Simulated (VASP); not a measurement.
# Hg (Im-3m) in VASP: further runs

Hg is run at these levels: r2SCAN; tasks: single point.

Everything below comes from runs of VASP 6.6.1. Logs are shortened: lines on timing, memory, paths and dates and some standing lists are left out, and cuts for length are marked.

## 1. The cell of the first run

Symmetry: Im-3m, No. 229, cubic system. Conventional cell: a = 3.767 Å, b = 3.767 Å, c = 3.767 Å, α = 90.00°, β = 90.00°, γ = 90.00°. Within 4.3 Å of Hg (site symmetry m-3m) lie 14 Hg at 3.26 to 3.77 Å.

## 2. Single point, r2SCAN

POSCAR reads:

```
Hg
1.0
   -1.8836423844      1.8836423844      1.8836423844
    1.8836423844     -1.8836423844      1.8836423844
    1.8836423844      1.8836423844     -1.8836423844
Hg
1
Direct
    0.0000000000      0.0000000000      0.0000000000
```

INCAR.step1 reads:

```
SYSTEM = Hg
ALGO = Normal ; EDIFF = 1E-4
ENCUT = 520 ; GGA = PE
ISMEAR = 0 ; LASPH = .TRUE.
LCHARG = .FALSE. ; LREAL = .FALSE.
LWAVE = .TRUE. ; NBANDS = 12
NELM = 100 ; PREC = Accurate
SIGMA = 0.05
```

INCAR.step2 reads:

```
SYSTEM = Hg
ALGO = Normal ; EDIFF = 1E-7
ENCUT = 520 ; ISIF = 2
ISMEAR = 0 ; ISTART = 1
LASPH = .TRUE. ; LCHARG = .FALSE.
LMIXTAU = .TRUE. ; LREAL = .FALSE.
LWAVE = .FALSE. ; METAGGA = R2SCAN
NBANDS = 12 ; NELM = 100
PREC = Accurate ; SIGMA = 0.05
```

KPOINTS reads:

```
k-points
0
G
  12 12 12
  0 0 0
```

Potentials or basis: VASP PAW PBE potentials, release 64 (Hg).

Started as:

```console
> cat potpaw_PBE.64/Hg/POTCAR > POTCAR
> cp INCAR.step1 INCAR
> mpirun -np 1 vasp_std > vasp.out
> cp INCAR.step2 INCAR
> mpirun -np 1 vasp_std > vasp.out
```

OUTCAR:

```text
SYSTEM = Hg
   EDIFF = 1E-7
   ENCUT = 520
   ISIF = 2
   ISMEAR = 0
   ISTART = 1
   LASPH = .TRUE.
   LREAL = .FALSE.
   METAGGA = R2SCAN
   NELM = 100
   PREC = Accurate

 ion  position               nearest neighbor table
   1  0.000  0.000  0.000-

  LATTYP: Found a body centered cubic cell.
 ALAT       =     3.7672847688

  Lattice vectors:

 A1 = (  -1.8836423844,   1.8836423844,   1.8836423844)
 A2 = (   1.8836423844,  -1.8836423844,   1.8836423844)
 A3 = (   1.8836423844,   1.8836423844,  -1.8836423844)

Analysis of symmetry for initial positions (statically):
=====================================================================
 Subroutine PRICEL returns:
 Original cell was already a primitive cell.

 Routine SETGRP: Setting up the symmetry group for a
 body centered cubic supercell.

 Subroutine GETGRP returns: Found 48 space group operations
 (whereof 48 operations were pure point group operations)
 out of a pool of 48 trial point group operations.

The static configuration has the point symmetry O_h .

Analysis of symmetry for dynamics (positions and initial velocities):
=====================================================================
 Subroutine PRICEL returns:
 Original cell was already a primitive cell.

 Routine SETGRP: Setting up the symmetry group for a
 body centered cubic supercell.

 Subroutine GETGRP returns: Found 48 space group operations
 (whereof 48 operations were pure point group operations)
 out of a pool of 48 trial point group operations.

The dynamic configuration has the point symmetry O_h .

 Subroutine INISYM returns: Found 48 space group operations
 (whereof 48 operations are pure point group operations),
 and found     1 'primitive' translations

----------------------------------------------------------------------------------------

                                     Primitive cell

  volume of cell :      26.7335

  direct lattice vectors                    reciprocal lattice vectors
    -1.883642384  1.883642384  1.883642384     0.000000000  0.265443167  0.265443167
     1.883642384 -1.883642384  1.883642384     0.265443167  0.000000000  0.265443167
     1.883642384  1.883642384 -1.883642384     0.265443167  0.265443167  0.000000000

  length of vectors
     3.262564313  3.262564313  3.262564313     0.375393327  0.375393327  0.375393327

  position of ions in fractional coordinates (direct lattice)
     0.000000000  0.000000000  0.000000000

  ion indices of the primitive-cell ions
   primitive index   ion index
                 1           1

----------------------------------------------------------------------------------------

 KPOINTS: k-points

Automatic generation of k-mesh.
 Grid dimensions read from file:
 generate k-points for:   12   12   12

 Generating k-lattice:

  Cartesian coordinates                     Fractional coordinates (reciprocal lattice)
     0.000000000  0.022120264  0.022120264     0.083333333  0.000000000  0.000000000
     0.022120264  0.000000000  0.022120264     0.000000000  0.083333333  0.000000000
     0.022120264  0.022120264  0.000000000     0.000000000  0.000000000  0.083333333

  Length of vectors
     0.031282777  0.031282777  0.031282777

  Shift w.r.t. Gamma in fractional coordinates (k-lattice)
     0.000000000  0.000000000  0.000000000

 Subroutine IBZKPT returns following result:
 ===========================================

 Found     72 irreducible k-points:

 Following reciprocal coordinates:
            Coordinates               Weight
  0.000000  0.000000  0.000000      1.000000
  0.083333  0.000000  0.000000     12.000000
  0.166667  0.000000  0.000000     12.000000
  0.250000  0.000000  0.000000     12.000000
  0.333333  0.000000  0.000000     12.000000
  0.416667  0.000000  0.000000     12.000000
[... 16 lines left out ...]
  0.333333  0.083333  0.083333     24.000000
  0.416667  0.083333  0.083333     12.000000
 [... further k-points ...]
   k-points           NKPTS =     72   k-points in BZ     NKDIM =     72   number of bands    NBANDS=     12
   number of dos      NEDOS =    301   number of ions     NIONS =      1
   total plane-waves  NPLWV =  13824
   dimension x,y,z NGX =    24 NGY =   24 NGZ =   24
   dimension x,y,z NGXF=    48 NGYF=   48 NGZF=   48
   ions per type =               1
   NGX,Y,Z   is equivalent  to a cutoff of  12.23, 12.23, 12.23 a.u.
   NGXF,Y,Z  is equivalent  to a cutoff of  24.46, 24.46, 24.46 a.u.
 SYSTEM =  Hg
   PREC   = accura    normal or accurate (medium, high low for compatibility)
   ISTART =      1    job   : 0-new  1-cont  2-samecut
   ICHARG =      0    charge: 1-file 2-atom 10-const
   ISPIN  =      1    spin polarized calculation?
   LNONCOLLINEAR =      F non collinear calculations
   LSORBIT =      F    spin-orbit coupling
   LASPH  =      T    aspherical Exc in radial PAW
   ENCUT  =  520.0 eV  38.22 Ry    6.18 a.u.   6.07  6.07  6.07*2*pi/ulx,y,z
   NELM   =    100;   NELMIN=  2; NELMDL=  0     # of ELM steps
   EDIFF  = 0.1E-06   stopping-criterion for ELM
   LREAL  =      F    real-space projection
   EDIFFG = 0.1E-05   stopping-criterion for IOM
   NSW    =      0    number of steps for IOM
   IBRION =     -1    ionic relax: 0-MD 1-quasi-New 2-CG
   NFREE  =      0    steps in history (QN), initial steepest desc. (CG)
   ISIF   =      2    stress and relaxation
   ISYM   =      2    0-nonsym 1-usesym 2-fastsym
   POTIM  = 0.5000    time-step for ionic-motion
   TEBEG  =    0.0;   TEEND  =   0.0 temperature during run
   PSTRESS=    0.0 pullay stress
   NELECT =      12.0000    total number of electrons
   NUPDOWN=      -1.0000    fix difference up-down
   EMIN   =  10.00;   EMAX   =-10.00  energy-range for DOS
   EFERMI =   0.00;   METHOD = LEGACY
   ISMEAR =     0;   SIGMA  =   0.05  broadening in eV -4-tet -1-fermi 0-gaus
   EFERMI_NEDOS =   21; number of points for ismear=-14 and -15
   IALGO  =     38    algorithm
   IMIX   =      4    mixing-type and parameters
     AMIX     =   0.40;   BMIX     =  1.00
     AMIX_MAG =   1.60;   BMIX_MAG =  1.00
  volume/ion in A,a.u.               =      26.73       180.41
  Fermi-wavevector in a.u.,A,eV,Ry     =   1.253478  2.368730 21.377578  1.571208
  Thomas-Fermi vector in A             =   2.387329
   LORBIT       =      0    0 simple, 1 ext, 2 COOP (PROOUT), +10 PAW based schemes
   METAGGA = R2SCAN    functional components
   LHFCALC =     F    Hartree Fock is set to
   AEXX    =    0.0000 exact exchange contribution
   IVDW    =     0    specifies the selected vdW correction
   LEPSILON=     F    determine dielectric tensor
   LRPA    =     F    only Hartree local field effects (RPA)
 non-spin polarized calculation
 Gauss-broadening in eV      SIGMA  =   0.05
  energy-cutoff  :      520.00
  volume of cell :       26.73
 maximum number of plane-waves:       736
   NGX = 13   NGY = 13   NGZ = 13

 number of electron      11.9999998 magnetization

 Free energy of the ion-electron system (eV)
  ---------------------------------------------------
  ext. energy  EPLUGINS =         0.00000000
  ---------------------------------------------------
  free energy    TOTEN  =       -49.36001852 eV

  energy without entropy =      -49.35946416  energy(sigma->0) =      -49.35974134

 E-fermi :   1.8557     XC(G=0): -10.7201

 val. band max:        1.8465842426   @ k =   0.4167   0.1667   0.0000
 cond. band min:       1.9372590332   @ k =   0.4167   0.0833   0.0000
 fundamental gap:      0.0906747906
 Fermi energy:         1.8556845895

 k-point     1 :       0.0000    0.0000    0.0000
  band No.  band energies     occupation
      1      -6.5547      2.00000
      2      -5.3958      2.00000
      3      -5.3958      2.00000
      4      -5.3958      2.00000
      5      -4.6799      2.00000
      6      -4.6799      2.00000
      7      16.8086      0.00000
      8      16.8086      0.00000
      9      16.8086      0.00000
     10      17.2324      0.00000
     11      17.2324      0.00000
     12      17.2324      0.00000

 k-point     2 :       0.0833    0.0000    0.0000
  band No.  band energies     occupation
      1      -6.3828      2.00000
      2      -5.4202      2.00000
      3      -5.3805      2.00000
      4      -5.3230      2.00000
      5      -4.7054      2.00000
      6      -4.6791      2.00000
      7      14.9379      0.00000
      8      16.1299      0.00000
      9      16.1505      0.00000
     10      16.9165      0.00000
     11      17.1907      0.00000
     12      17.3552      0.00000

 k-point     3 :       0.1667    0.0000    0.0000
  band No.  band energies     occupation
      1      -5.9675      2.00000
      2      -5.4863      2.00000
      3      -5.2506      2.00000
      4      -5.1178      2.00000
      5      -4.7552      2.00000
      6      -4.6762      2.00000
      7      11.7674      0.00000
      8      14.7159      0.00000
      9      14.8458      0.00000
     10      16.4925      0.00000
     11      17.0934      0.00000
     12      17.9807      0.00000

 k-point     4 :       0.2500    0.0000    0.0000
  band No.  band energies     occupation
      1      -5.7910      2.00000
      2      -5.5751      2.00000
      3      -4.8212      2.00000
      4      -4.7888      2.00000
      5      -4.6706      2.00000
      6      -4.5404      2.00000
      7       8.6056      0.00000
      8      13.2306      0.00000
      9      13.6318      0.00000
     10      16.1607      0.00000
     11      16.9888      0.00000
     12      19.0134      0.00000

 k-point     5 :       0.3333    0.0000    0.0000
  band No.  band energies     occupation
      1      -5.8613      2.00000
      2      -5.6624      2.00000
      3      -4.7722      2.00000
      4      -4.6632      2.00000
      5      -4.5027      2.00000
      6      -3.2527      2.00000
      7       5.6507      0.00000
      8      11.9776      0.00000
      9      12.6974      0.00000
     10      15.9691      0.00000
     11      16.9059      0.00000
     12      20.3753      0.00000
[... 228 lines left out ...]
      1      -5.6067      2.00000
      2      -5.5641      2.00000
      3      -5.2216      2.00000
      4      -4.7482      2.00000
      5      -4.6892      2.00000
      6      -3.9252      2.00000
      7       8.4067      0.00000
      8      11.1113      0.00000
      9      11.8155      0.00000
     10      18.5762      0.00000
     11      19.0632      0.00000
     12      19.8925      0.00000

 k-point    22 :       0.2500    0.0833    0.0833
  band No.  band energies     occupation
      1      -5.7091      2.00000
      2      -5.6440      2.00000
      3      -4.8185      2.00000
      4      -4.7404      2.00000
      5      -4.6676      2.00000
      6      -2.7295      2.00000
      7       5.7361      0.00000
      8       9.9050      0.00000
      9      11.0183      0.00000
     10      18.6505      0.00000
     11      18.7412      0.00000
     12      21.1282      0.00000

 k-point    23 :       0.3333    0.0833    0.0833
  band No.  band energies     occupation
      1      -5.8008      2.00000
      2      -5.6980      2.00000
      3      -4.7209      2.00000
      4      -4.6552      2.00000
      5      -4.5229      2.00000
      6      -1.1819      2.00000
      7       3.2669      0.00000
      8       9.1466      0.00000
      9      10.5217      0.00000
     10      18.4883      0.00000
     11      18.5845      0.00000
     12      22.3838      0.00000

 k-point    24 :       0.4167    0.0833    0.0833
  band No.  band energies     occupation
      1      -5.8364      2.00000
      2      -5.7170      2.00000
      3      -4.7104      2.00000
      4      -4.6512      2.00000
      5      -4.4140      2.00000
      6       0.1764      2.00000
      7       1.5978      2.00000
      8       8.8826      0.00000
      9      10.3530      0.00000
     10      18.4035      0.00000
     11      18.5502      0.00000
     12      22.3979      0.00000

 [... further k-points ...]
[... 5 lines left out ...]
  --------------------------------------------------------------------------------------
  -------------------------------------------------------------------------------------
  Total        0.0391373      0.0391373      0.0391373     -0.0000000     -0.0000000     -0.0000000
  in kB        2.3455598      2.3455598      2.3455598     -0.0000000     -0.0000000     -0.0000000
  external PRESSURE =       2.3455598 kB  Pullay stress =       0.0000000 kB

 VOLUME and BASIS-vectors are now :
 -----------------------------------------------------------------------------
  energy-cutoff  :      520.00
  volume of cell :       26.73
      direct lattice vectors                 reciprocal lattice vectors
    -1.883642384  1.883642384  1.883642384     0.000000000  0.265443167  0.265443167
     1.883642384 -1.883642384  1.883642384     0.265443167  0.000000000  0.265443167
     1.883642384  1.883642384 -1.883642384     0.265443167  0.265443167  0.000000000

 POSITION                                       TOTAL-FORCE (eV/Angst)
 -----------------------------------------------------------------------------------
      0.00000      0.00000      0.00000        -0.000000     -0.000000      0.000000
 -----------------------------------------------------------------------------------
    total drift:                                0.000000      0.000000     -0.000000

  FREE ENERGIE OF THE ION-ELECTRON SYSTEM (eV)
  ---------------------------------------------------
  free  energy   TOTEN  =       -49.3600185159 eV

  energy  without entropy=      -49.3594641603  energy(sigma->0) =      -49.35974134
```

Wall time 2.1 min (1 thread of Intel Xeon 8259CL, shared host); peak memory 0.16 GiB.

Results:

```
Free energy            : -49.3600 eV
Pressure               : 0.2 GPa
Band gap on the k mesh : zero (band 6 reaches 4.06 eV, above the bottom of band 7 at 0.98 eV)
```

Levels at points of the mesh, in eV from the Fermi level:
```tsv
k point	band 4	band 5	band 6	band 7	band 8	band 9
(0.00, 0.00, 0.00)	-7.25	-6.54	-6.54	14.95	14.95	14.95
(0.50, 0.00, 0.00)	-6.51	-6.01	-1.76	-0.87	8.99	10.06
(0.50, 0.50, 0.50)	-6.14	-6.14	2.21	3.88	3.88	3.88
```

Caveat: the PAW data sets were made with another functional, which shifts forces and pressure a little; spin-orbit coupling is left out, which moves the levels of the heavy elements.

## 3. Single point, r2SCAN, non-collinear spin, zero start, spin-orbit coupling

POSCAR is that of step 2.

INCAR.step1 reads:

```
SYSTEM = Hg
PREC = Accurate ; ENCUT = 520
ISMEAR = 0 ; SIGMA = 0.05
LREAL = .False. ; LASPH = .True.
NELM = 150 ; MAGMOM = 0 0 0
LSORBIT = .True. ; GGA_COMPAT = .False.
NBANDS = 23 ; GGA = PE
ALGO = Normal ; EDIFF = 1E-4
LWAVE = .True. ; LCHARG = .False.
```

INCAR.step2 reads:

```
SYSTEM = Hg
PREC = Accurate ; ENCUT = 520
EDIFF = 1E-6 ; ISMEAR = 0
SIGMA = 0.05 ; LREAL = .False.
LASPH = .True. ; NELM = 150
ALGO = Normal ; ISIF = 2
LWAVE = .False. ; LCHARG = .True.
MAGMOM = 0 0 0 ; LORBIT = 11
LSORBIT = .True. ; GGA_COMPAT = .False.
LORBMOM = .True. ; METAGGA = R2SCAN
LMIXTAU = .True. ; LVHAR = .True.
NBANDS = 23 ; ISTART = 1
```

KPOINTS reads:

```
regular mesh
0
Gamma
  8 8 8
  0 0 0
```

Potentials or basis: VASP PAW PBE potentials, release 64 (Hg).

Started as:

```console
> cat potpaw_PBE.64/Hg/POTCAR > POTCAR
> cp INCAR.step1 INCAR
> mpirun -np 1 vasp_ncl > vasp.out
> cp INCAR.step2 INCAR
> mpirun -np 1 vasp_ncl > vasp.out
```

It took 4 min on 1 thread of Intel Xeon 8259CL, shared host; peak memory 0.23 GiB.

Results (log left out):

- Free energy: -49.6032 eV
- Pressure: -0.3 GPa
- Net moment: 0.00 μB per cell
- Valence electrons inside the program's atomic spheres: Hg 10.45

Moments on the atoms (μB; x, y, z):
```
Hg  0.00 0.00 0.00
```

Caveat: the PAW data sets were made with another functional, which shifts forces and pressure a little.
